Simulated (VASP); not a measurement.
SiC (Moissanite 3C): single point with PBE

SiC (Moissanite 3C):

```
Si C
1.0
     0.00000    2.13542    2.26885
     2.13542    0.00000    2.26885
     2.13542    2.13542    0.00000
Si C
1 1
Cartesian
  0.0000 0.0000 0.0000
  1.0677 1.0677 1.1344
```

```
Program             : VASP 6.6.1
Task                : single point
Functional          : PBE
Potentials or basis : VASP PAW PBE potentials, release 64 (Si, C)
Cutoff              : 520 eV
k mesh              : 8 × 8 × 8
Occupations         : fermi-dirac, width 0.02 eV
Spin                : no spin polarisation
```

- Pressure: 3.0 GPa
- Band gap on the k mesh: 1.04 eV, indirect (least direct gap 4.48 eV)

Stress tensor (GPa, compression positive):
```
 8.85  0.00  0.00
 0.00  8.85  0.00
 0.00  0.00 -8.79
```

Levels at points of the mesh, in eV from the valence-band top:
```
           k point  band 1  band 2  band 3  band 4  band 5  band 6  band 7  band 8
(0.00, 0.00, 0.00)  -15.56   -0.45    0.00    0.00    6.04    7.11    7.11    7.25
(0.50, 0.00, 0.00)  -11.99   -8.69   -1.59   -0.82    4.90    7.01    7.53    9.94
(0.50, 0.50, 0.00)  -10.85   -8.46   -2.90   -2.90    1.59    4.86   13.96   14.03
(0.50, 0.00, 0.50)  -10.38   -7.70   -3.60   -3.49    1.04    3.82   12.79   14.70
```

Run time: 12 s on 1 thread of Intel Xeon 6975P-C, with other jobs on the host, peak memory 0.14 GiB.

A k mesh can miss the band edges.
